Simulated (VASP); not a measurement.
# HoNb3I (Pm-3m) in VASP: single point with PBE

Aim: the single point of HoNb3I with PBE.

Program: VASP 6.6.1. These are calculated values, not measurements. Logs are shortened: lines on timing, memory, paths and dates and some standing lists are left out, and cuts for length are marked.

## 1. The cell of the first run

Symmetry: Pm-3m, No. 221, cubic system. The conventional cell has a = 5.054 Å, b = 5.054 Å, c = 5.054 Å, α = 90.00°, β = 90.00°, γ = 90.00°. Ho (site symmetry m-3m) has 12 Nb at 3.57 Å and 8 I at 4.38 Å within 4.7 Å. Nb (site symmetry 4/mmm) has 2 I at 2.53 Å within 3.3 Å. I (site symmetry m-3m) has 6 Nb at 2.53 Å within 3.3 Å.

## 2. Single point, PBE

The input, POSCAR:

```
HoNb3I
1.0
    5.0537588352      0.0000000000      0.0000000000
    0.0000000000      5.0537588352      0.0000000000
    0.0000000000      0.0000000000      5.0537588352
Ho Nb I
1 3 1
Direct
    0.0000000000      0.0000000000      0.0000000000
    0.5000000000      0.5000000000      0.0000000000
    0.5000000000      0.0000000000      0.5000000000
    0.0000000000      0.5000000000      0.5000000000
    0.5000000000      0.5000000000      0.5000000000
```

The input, INCAR.step1:

```
  ALGO = Normal
  EDIFF = 1E-6
  ENCUT = 400
  GGA = PE
  GGA_COMPAT = F
  ISIF = 2
  ISMEAR = 0
  LASPH = T
  LCHARG = T
  LMAXMIX = 6
  LORBIT = 11
  LREAL = F
  LWAVE = F
  NBANDS = 36
  NEDOS = 2001
  NELM = 200
  PREC = Accurate
  SIGMA = 0.1
```

The input, KPOINTS.step1:

```
k-points
0
Gamma
  8 8 8
```

The input, INCAR.step2:

```
  ALGO = Normal
  EDIFF = 1E-6
  ENCUT = 400
  GGA = PE
  GGA_COMPAT = F
  ICHARG = 11
  ISIF = 2
  ISMEAR = -5
  LASPH = T
  LCHARG = F
  LMAXMIX = 6
  LORBIT = 11
  LREAL = F
  LWAVE = F
  NEDOS = 2001
  NELM = 200
  PREC = Accurate
  SIGMA = 0.1
```

The input, KPOINTS.step2:

```
k-points
0
Gamma
  12 12 12
```

Potentials or basis: VASP PAW PBE potentials, release 64 (Ho_3, Nb_sv, I), 4f in core.

The run is started by

```console
> cat potpaw_PBE.64/Ho_3/POTCAR potpaw_PBE.64/Nb_sv/POTCAR potpaw_PBE.64/I/POTCAR > POTCAR
> cp INCAR.step1 INCAR
> cp KPOINTS.step1 KPOINTS
> mpirun -np 1 vasp_std > vasp.out
> cp INCAR.step2 INCAR
> cp KPOINTS.step2 KPOINTS
> mpirun -np 1 vasp_std > vasp.out
```

OUTCAR:

```text
EDIFF = 1E-6
   ENCUT = 400
   GGA = PE
   ICHARG = 11
   ISIF = 2
   ISMEAR = -5
   LASPH = T
   LORBIT = 11
   LREAL = F
   NELM = 200
   PREC = Accurate

 ion  position               nearest neighbor table
   1  0.000  0.000  0.000-
   2  0.500  0.500  0.000-   5 2.53   5 2.53
   3  0.500  0.000  0.500-   5 2.53   5 2.53
   4  0.000  0.500  0.500-   5 2.53   5 2.53
   5  0.500  0.500  0.500-   2 2.53   3 2.53   4 2.53   2 2.53   3 2.53   4 2.53

  LATTYP: Found a simple cubic cell.
 ALAT       =     5.0537588352

  Lattice vectors:

 A1 = (   5.0537588352,   0.0000000000,   0.0000000000)
 A2 = (   0.0000000000,   5.0537588352,   0.0000000000)
 A3 = (   0.0000000000,   0.0000000000,   5.0537588352)

Analysis of symmetry for initial positions (statically):
=====================================================================
 Subroutine PRICEL returns:
 Original cell was already a primitive cell.

 Routine SETGRP: Setting up the symmetry group for a
 simple cubic supercell.

 Subroutine GETGRP returns: Found 48 space group operations
 (whereof 48 operations were pure point group operations)
 out of a pool of 48 trial point group operations.

The static configuration has the point symmetry O_h .

Analysis of symmetry for dynamics (positions and initial velocities):
=====================================================================
 Subroutine PRICEL returns:
 Original cell was already a primitive cell.

 Routine SETGRP: Setting up the symmetry group for a
 simple cubic supercell.

 Subroutine GETGRP returns: Found 48 space group operations
 (whereof 48 operations were pure point group operations)
 out of a pool of 48 trial point group operations.

The dynamic configuration has the point symmetry O_h .

 Subroutine INISYM returns: Found 48 space group operations
 (whereof 48 operations are pure point group operations),
 and found     1 'primitive' translations

----------------------------------------------------------------------------------------

                                     Primitive cell

  volume of cell :     129.0754

  direct lattice vectors                    reciprocal lattice vectors
     5.053758835  0.000000000  0.000000000     0.197872521  0.000000000  0.000000000
     0.000000000  5.053758835  0.000000000     0.000000000  0.197872521  0.000000000
     0.000000000  0.000000000  5.053758835     0.000000000  0.000000000  0.197872521

  length of vectors
     5.053758835  5.053758835  5.053758835     0.197872521  0.197872521  0.197872521

  position of ions in fractional coordinates (direct lattice)
     0.000000000  0.000000000  0.000000000
     0.500000000  0.500000000  0.000000000
     0.500000000  0.000000000  0.500000000
     0.000000000  0.500000000  0.500000000
     0.500000000  0.500000000  0.500000000

  ion indices of the primitive-cell ions
   primitive index   ion index
                 1           1
                 2           2
                 3           3
                 4           4
                 5           5

----------------------------------------------------------------------------------------

 KPOINTS: k-points

Automatic generation of k-mesh.
 Grid dimensions read from file:
 generate k-points for:   12   12   12

 Generating k-lattice:

  Cartesian coordinates                     Fractional coordinates (reciprocal lattice)
     0.016489377  0.000000000  0.000000000     0.083333333  0.000000000  0.000000000
     0.000000000  0.016489377  0.000000000     0.000000000  0.083333333  0.000000000
     0.000000000  0.000000000  0.016489377     0.000000000  0.000000000  0.083333333

  Length of vectors
     0.016489377  0.016489377  0.016489377

  Shift w.r.t. Gamma in fractional coordinates (k-lattice)
     0.000000000  0.000000000  0.000000000

 TETIRR: Found    854 inequivalent tetrahedra from    10368

 Subroutine IBZKPT returns following result:
 ===========================================

 Found     84 irreducible k-points:

 Following reciprocal coordinates:
            Coordinates               Weight
  0.000000  0.000000  0.000000      1.000000
  0.083333  0.000000  0.000000      6.000000
  0.166667  0.000000  0.000000      6.000000
  0.250000  0.000000  0.000000      6.000000
  0.333333  0.000000  0.000000      6.000000
  0.416667  0.000000  0.000000      6.000000
[... 16 lines left out ...]
  0.333333  0.333333  0.000000     12.000000
  0.416667  0.333333  0.000000     24.000000
 [... further k-points ...]
   k-points           NKPTS =     84   k-points in BZ     NKDIM =     84   number of bands    NBANDS=     33
   number of dos      NEDOS =   2001   number of ions     NIONS =      5
   total plane-waves  NPLWV =  46656
   dimension x,y,z NGX =    36 NGY =   36 NGZ =   36
   dimension x,y,z NGXF=    72 NGYF=   72 NGZF=   72
   ions per type =               1   3   1
   NGX,Y,Z   is equivalent  to a cutoff of  11.84, 11.84, 11.84 a.u.
   NGXF,Y,Z  is equivalent  to a cutoff of  23.68, 23.68, 23.68 a.u.
 SYSTEM =  unknown system
   PREC   = accura    normal or accurate (medium, high low for compatibility)
   ISTART =      0    job   : 0-new  1-cont  2-samecut
   ICHARG =     11    charge: 1-file 2-atom 10-const
   ISPIN  =      1    spin polarized calculation?
   LNONCOLLINEAR =      F non collinear calculations
   LSORBIT =      F    spin-orbit coupling
   LASPH  =      T    aspherical Exc in radial PAW
   ENCUT  =  400.0 eV  29.40 Ry    5.42 a.u.   8.24  8.24  8.24*2*pi/ulx,y,z
   NELM   =    200;   NELMIN=  2; NELMDL=  0     # of ELM steps
   EDIFF  = 0.1E-05   stopping-criterion for ELM
   LREAL  =      F    real-space projection
   EDIFFG = 0.1E-04   stopping-criterion for IOM
   NSW    =      0    number of steps for IOM
   IBRION =     -1    ionic relax: 0-MD 1-quasi-New 2-CG
   NFREE  =      0    steps in history (QN), initial steepest desc. (CG)
   ISIF   =      2    stress and relaxation
   ISYM   =      2    0-nonsym 1-usesym 2-fastsym
   POTIM  = 0.5000    time-step for ionic-motion
   TEBEG  =    0.0;   TEEND  =   0.0 temperature during run
   PSTRESS=    0.0 pullay stress
   NELECT =      55.0000    total number of electrons
   NUPDOWN=      -1.0000    fix difference up-down
   EMIN   =  10.00;   EMAX   =-10.00  energy-range for DOS
   EFERMI =   0.00;   METHOD = LEGACY
   ISMEAR =    -5;   SIGMA  =   0.10  broadening in eV -4-tet -1-fermi 0-gaus
   EFERMI_NEDOS =   21; number of points for ismear=-14 and -15
   IALGO  =     38    algorithm
   IMIX   =      4    mixing-type and parameters
     AMIX     =   0.40;   BMIX     =  1.00
     AMIX_MAG =   1.60;   BMIX_MAG =  1.00
  volume/ion in A,a.u.               =      25.82       174.21
  Fermi-wavevector in a.u.,A,eV,Ry     =   1.231916  2.327984 20.648444  1.517618
  Thomas-Fermi vector in A             =   2.366707
   LORBIT       =     11    0 simple, 1 ext, 2 COOP (PROOUT), +10 PAW based schemes
   GGA     = PE    functional components
   LHFCALC =     F    Hartree Fock is set to
   AEXX    =    0.0000 exact exchange contribution
   IVDW    =     0    specifies the selected vdW correction
   LEPSILON=     F    determine dielectric tensor
   LRPA    =     F    only Hartree local field effects (RPA)
 non-spin polarized calculation
 Fermi weights with tetrahedron method with Bloechl corrections
  energy-cutoff  :      400.00
  volume of cell :      129.08
 maximum number of plane-waves:      2367
 NGX is ok and might be reduce to    36

 number of electron      55.0000012 magnetization

 Free energy of the ion-electron system (eV)
  ---------------------------------------------------
  ext. energy  EPLUGINS =         0.00000000
  ---------------------------------------------------
  free energy    TOTEN  =       -30.65140782 eV

  energy without entropy =      -30.65140782  energy(sigma->0) =      -30.65140782

 E-fermi :   7.0877     XC(G=0): -10.5424

 val. band max:        7.1144020328   @ k =   0.1667   0.1667   0.0000
 cond. band min:       7.0612904442   @ k =   0.5000   0.5000   0.2500
 fundamental gap:     -0.0531115886
 Fermi energy:         7.0876961032

 k-point     1 :       0.0000    0.0000    0.0000
  band No.  band energies     occupation
      1     -47.9061      2.00000
      2     -47.8808      2.00000
      3     -47.8808      2.00000
      4     -24.2491      2.00000
      5     -24.2491      2.00000
      6     -24.2491      2.00000
[... 25 lines left out ...]
     32       9.3490      0.00000
     33       9.4966      0.00000

 k-point     2 :       0.0833    0.0000    0.0000
  band No.  band energies     occupation
      1     -47.9058      2.00000
      2     -47.8812      2.00000
      3     -47.8808      2.00000
      4     -24.2484      2.00000
      5     -24.2484      2.00000
      6     -24.2483      2.00000
[... 25 lines left out ...]
     32       9.3119      0.00000
     33       9.4642      0.00000
[... 754 lines left out ...]
     32       8.3518      0.00000
     33       8.6830      0.00000

 k-point    24 :       0.4167    0.3333    0.0000
  band No.  band energies     occupation
      1     -47.8949      2.00000
      2     -47.8892      2.00000
      3     -47.8852      2.00000
      4     -24.3437      2.00000
      5     -24.2315      2.00000
      6     -24.1250      2.00000
[... 25 lines left out ...]
     32       8.2929      0.00000
     33       8.6240      0.00000

 [... further k-points ...]

------------------------ aborting loop because EDIFF is reached ----------------------------------------

  FORCE on cell =-STRESS in cart. coord.  units (eV):
  Direction    XX          YY          ZZ          XY          YZ          ZX
  --------------------------------------------------------------------------------------
  -------------------------------------------------------------------------------------
  Total       -0.3606259     -0.3606259     -0.3606259      0.0000000      0.0000000      0.0000000
  in kB       -4.4763493     -4.4763493     -4.4763493      0.0000000      0.0000000      0.0000000
  external PRESSURE =      -4.4763493 kB  Pullay stress =       0.0000000 kB

 VOLUME and BASIS-vectors are now :
 -----------------------------------------------------------------------------
  energy-cutoff  :      400.00
  volume of cell :      129.08
      direct lattice vectors                 reciprocal lattice vectors
     5.053758835  0.000000000  0.000000000     0.197872521  0.000000000  0.000000000
     0.000000000  5.053758835  0.000000000     0.000000000  0.197872521  0.000000000
     0.000000000  0.000000000  5.053758835     0.000000000  0.000000000  0.197872521

 POSITION                                       TOTAL-FORCE (eV/Angst)
 -----------------------------------------------------------------------------------
      0.00000      0.00000      0.00000         0.000000      0.000000      0.000000
      2.52688      2.52688      0.00000         0.000000      0.000000      0.000000
      2.52688      0.00000      2.52688         0.000000      0.000000      0.000000
      0.00000      2.52688      2.52688         0.000000      0.000000      0.000000
      2.52688      2.52688      2.52688         0.000000      0.000000      0.000000
 -----------------------------------------------------------------------------------
    total drift:                                0.000000      0.000000      0.000000

  FREE ENERGIE OF THE ION-ELECTRON SYSTEM (eV)
  ---------------------------------------------------
  free  energy   TOTEN  =       -30.6514078175 eV

  energy  without entropy=      -30.6514078175  energy(sigma->0) =      -30.65140782

 total charge

# of ion       s       p       d       tot
------------------------------------------
    1        0.355   6.493   0.811   7.658
    2        2.133   5.972   2.562  10.667
    3        2.133   5.972   2.562  10.667
    4        2.133   5.972   2.562  10.667
    5        1.491   2.813   0.377   4.681
--------------------------------------------------
tot          8.245  27.221   8.875  44.341
```

Run time: 2.7 min. Hardware: 1 thread of Intel Xeon 6975P-C (Granite Rapids), shared host; peak memory 0.36 GiB.

What came out:

| Quantity | Value |
| --- | --- |
| Valence electrons inside the program's atomic spheres | Ho 7.66; Nb 10.67; I 4.68 |

Levels at points of the mesh, in eV from the Fermi level:
```
           k point  band 25  band 26  band 27  band 28  band 29  band 30  band 31  band 32
(0.00, 0.00, 0.00)    -1.89    -0.17    -0.17     0.29     0.29     0.29     2.26     2.26
(0.50, 0.00, 0.00)    -0.96    -0.36    -0.12     0.21     0.86     0.86     1.11     1.31
(0.50, 0.50, 0.00)    -0.75    -0.53    -0.26    -0.26     0.42     0.63     0.82     1.41
(0.50, 0.50, 0.50)    -0.30    -0.30     0.11     0.11     0.11     0.85     0.85     2.15
```

Caveat: spin-orbit coupling is left out, which moves the levels of the heavy elements; the 4f electrons are frozen in the core, so they carry no moment and show no levels; an odd number of electrons without spin polarisation forces a metal; a magnetic or distorted state may lie lower; the run has no spin polarisation, though such a crystal can be magnetic.
